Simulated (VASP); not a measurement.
**Fe4Si: relaxation of cell and atoms with PBE**

The system is Fe4Si.

```xyz
5
Lattice="4.2216 0.0000 0.0000 -2.1108 3.6560 0.0000 0.0000 0.0000 4.0060" Properties=species:S:1:pos:R:3 pbc="T T T"
Fe    2.1108    0.0000    2.0030
Fe   -1.0554    1.8280    2.0030
Fe    1.0554    1.8280    2.0030
Fe    0.0000    0.0000    0.0000
Si    0.0000    0.0000    2.0030
```

The cell was generated, and may not be a known phase.

```json
{"Program": "VASP 6.6.1", "Task": "relaxation of cell and atoms", "Functional": "PBE", "Potentials or basis": "VASP PAW PBE potentials, release 64 (Fe, Si)", "Cutoff": "600 eV", "k mesh": "6 × 6 × 4", "Occupations": "gaussian, width 0.1 eV", "Spin": "collinear spin, ferromagnetic start", "Starting moments": "[4.0, 4.0, 4.0, 4.0, 0.0] μB", "Dipole correction": "no", "Further INCAR settings": "ALGO = Normal; EDIFF = 1e-07; IBRION = 2; EDIFFG = -0.04; NSW = 90; ISIF = 3"}
```

```yaml
Relaxed_volume: 16.33 Å³/atom
Relaxed_cell: a = 4.730 Å, b = 4.730 Å, c = 4.215 Å, α = 90.00°, β = 90.00°, γ = 120.00°
Space_group_after_relaxing_to_0.1_Å: P6/mmm (No. 191)
Energy_gained_by_relaxing: 604.4 meV/atom
Ionic_steps: 6
Pressure_after_relaxing: 0.2 GPa
Net_moment: 7.07 μB per cell
Site_moments: Fe +2.38, +0.09 (each value once); Si -0.08 μB
Valence_electrons_inside_the_program's_atomic_spheres: Fe 7.19, 7.15 (each value once); Si 1.82
```

Stress tensor (GPa, compression positive):
```
0.28 0.00 0.00
0.00 0.28 0.00
0.00 0.00 0.12
```

The path:
```
step  energy change (eV)  largest force (eV/Å)  pressure (GPa)  volume (Å³)
   1              0.0000                0.0000           54.01        61.83
   2             -1.4181                0.0000          -13.81       106.59
   3             -3.0176                0.0000           -1.15        82.70
   4             -3.0215                0.0000           -0.29        82.02
   5             -3.0218                0.0000            0.28        81.58
   6             -3.0220                0.0000            0.23        81.67
```

Final structure:
```
CELL_PARAMETERS angstrom
4.73003 0.00000 0.00000
-2.36501 4.09632 0.00000
0.00000 0.00000 4.21496
ATOMIC_POSITIONS crystal
Fe 0.50000 0.00000 0.50000
Fe 0.00000 0.50000 0.50000
Fe 0.50000 0.50000 0.50000
Fe 0.00000 0.00000 0.00000
Si 0.00000 0.00000 0.50000
```

Levels at points of the mesh, in eV from the Fermi level:
Spin up:
| k point | band 19 | band 20 | band 21 | band 22 | band 23 | band 24 | band 25 | band 26 |
| --- | --- | --- | --- | --- | --- | --- | --- | --- |
| (0.00, 0.00, 0.00) | -1.06 | -0.60 | -0.60 | 0.07 | 0.07 | 0.42 | 2.21 | 3.74 |
| (0.50, 0.00, 0.00) | -1.05 | -0.70 | -0.41 | -0.10 | 1.21 | 1.28 | 1.36 | 4.84 |
| (0.00, 0.00, 0.50) | -1.01 | -0.30 | -0.30 | 0.42 | 1.29 | 1.29 | 2.86 | 3.02 |
| (0.50, 0.00, 0.50) | -0.42 | -0.38 | 0.03 | 0.17 | 0.35 | 0.58 | 0.65 | 2.50 |
Spin down:
```
           k point  band 10  band 11  band 12  band 13  band 14  band 15  band 16  band 17  band 18  band 19
(0.00, 0.00, 0.00)    -1.39    -1.18    -0.98    -0.52    -0.52     0.45     0.45     0.77     0.77     1.19
(0.50, 0.00, 0.00)    -1.05    -0.82    -0.78    -0.63    -0.43    -0.05    -0.01     0.29     0.46     0.59
(0.00, 0.00, 0.50)    -1.32    -1.32    -0.38    -0.38    -0.06     0.80     0.80     1.18     1.25     1.25
(0.50, 0.00, 0.50)    -0.83    -0.82    -0.70    -0.51    -0.20     0.01     0.10     0.52     0.77     1.08
```

Run time: 16 min on 1 thread of Intel(R) Xeon(R) Platinum 8259CL CPU @ 2.50GHz (Skylake/Cascade Lake), with other jobs on the host, peak memory 0.27 GiB.

Caveat: the k points lie up to 0.37 Å⁻¹ apart in the final cell; the volume moved by over 15 % at a fixed basis, so the end points are rough.
